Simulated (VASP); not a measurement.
Input of a VASP 6.6.1 run:

The input POSCAR:

```
Pd
1.0
    2.7150400000      0.0224700000      0.0080900000
   -1.3380600000      2.4184500000      0.0252600000
    0.0134500000      0.0562600000      4.6237900000
Pd
2
Direct
    0.6570866002      0.3293264317      0.7507775081
    0.3445300000      0.6663400000      0.2523500000
```

Contents of INCAR.step1:

```
SYSTEM = Pd
PREC     = Accurate       ! precision mode
ENCUT    = 520            ! plane-wave cutoff, eV
ISMEAR   = 1              ! smearing method
SIGMA    = 0.1            ! smearing width, eV
LREAL    = .False.        ! projectors in reciprocal space
LASPH    = .True.         ! aspherical terms in the spheres
NELM     = 60             ! most SCF steps
NBANDS   = 17             ! bands
GGA      = PE             ! functional
ALGO     = Normal         ! electronic algorithm
EDIFF    = 1E-4           ! SCF threshold, eV
LWAVE    = .True.         ! write WAVECAR
LCHARG   = .False.        ! write CHGCAR
```

The input INCAR.step2:

```
SYSTEM = Pd
PREC     = Accurate       ! precision mode
ENCUT    = 520            ! plane-wave cutoff, eV
EDIFF    = 1E-7           ! SCF threshold, eV
ISMEAR   = 1              ! smearing method
SIGMA    = 0.1            ! smearing width, eV
LREAL    = .False.        ! projectors in reciprocal space
LASPH    = .True.         ! aspherical terms in the spheres
NELM     = 60             ! most SCF steps
ALGO     = Normal         ! electronic algorithm
ISIF     = 2              ! what is computed and relaxed
LWAVE    = .False.        ! write WAVECAR
LCHARG   = .False.        ! write CHGCAR
METAGGA  = R2SCAN         ! meta-GGA
LMIXTAU  = .True.       
IVDW     = 13             ! dispersion correction
VDW_S6   = 1.0          
VDW_S8   = 0.6018749    
VDW_A1   = 0.51559235   
VDW_A2   = 5.77342911   
NBANDS   = 17             ! bands
ISTART   = 1
```

File KPOINTS:

```
regular mesh
0
Gamma
  8 8 4
  0 0 0
```

Potentials or basis: VASP PAW PBE potentials, release 64 (Pd).

Run with:

```console
$ cat potpaw_PBE.64/Pd/POTCAR > POTCAR
$ cp INCAR.step1 INCAR
$ mpirun -np 1 vasp_std > vasp.out
$ cp INCAR.step2 INCAR
$ mpirun -np 1 vasp_std > vasp.out
```

(1) Estimate the dispersion energy per atom.

(2) What does it give for the pressure?

(3) What does it give for the band gap on the k mesh?

(4) Predict the largest force.

Answers

(1) -0.164 eV.

(2) -3.4 GPa.

(3) zero (band 10 reaches 9.36 eV, above the bottom of band 11 at 8.41 eV).

(4) 0.123 eV/Å.

Caveat: the PAW data sets were made with another functional, which shifts forces and pressure a little; pairwise dispersion overbinds metals, which lowers pressure and volume.
